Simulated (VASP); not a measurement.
The system is TlAsF4.

```
CELL_PARAMETERS angstrom
4.07035 0.00000 0.00000
0.00000 4.07035 0.00000
0.00000 0.00000 5.85766
ATOMIC_POSITIONS crystal
Tl 0.00000 0.00000 0.00000
As 0.50000 0.50000 0.50000
F 0.50000 0.00000 0.73275
F 0.00000 0.50000 0.26725
F 0.50000 0.00000 0.26725
F 0.00000 0.50000 0.73275
```

```yaml
Program: VASP 6.6.1
Task: relaxation of cell and atoms
Functional: PBEsol
Potentials_or_basis: VASP PAW PBE potentials, release 64 (Tl_d, As, F)
Cutoff: 600 eV
k_mesh: 6 × 6 × 4
Occupations: fermi-dirac, width 0.03 eV
Spin: no spin polarisation
```

At the start: pressure -6.7 GPa; volume 16.17 Å³/atom.

How do energy, volume and symmetry change on relaxing?

Over 13 steps the energy falls by 293.7 meV/atom and the volume is 14.80 Å³/atom (-8.5 %); space group P4/mmm (No. 123, to 0.1 Å) before and after.

Step by step:
```csv
step,energy change (eV),largest force (eV/Å),pressure (GPa),volume (Å³)
1,0.0000,1.5460,-6.66,97.05
2,-0.6799,1.3618,0.25,87.89
3,-0.8218,0.9317,7.97,81.89
4,-1.2135,0.1237,8.10,82.12
5,-1.3240,0.7984,9.41,82.24
6,-1.7246,0.2457,-0.46,90.01
7,-1.7295,0.1633,-1.76,91.40
8,-1.7299,0.1783,-1.53,91.15
9,-1.7552,0.0946,-0.76,89.98
10,-1.7617,0.0349,-0.10,89.06
11,-1.7617,0.0323,-0.06,89.01
12,-1.7619,0.0224,-0.05,88.95
13,-1.7621,0.0007,0.03,88.82
```

Final structure:
```
CELL_PARAMETERS angstrom
3.67459 0.00000 0.00000
0.00000 3.67459 0.00000
0.00000 0.00000 6.57768
ATOMIC_POSITIONS crystal
Tl 0.00000 0.00000 0.00000
As 0.50000 0.50000 0.50000
F 0.50000 0.00000 0.68491
F 0.00000 0.50000 0.31509
F 0.50000 0.00000 0.31509
F 0.00000 0.50000 0.68491
```

Caveat: the PAW data sets were made with another functional, which shifts forces and pressure a little.
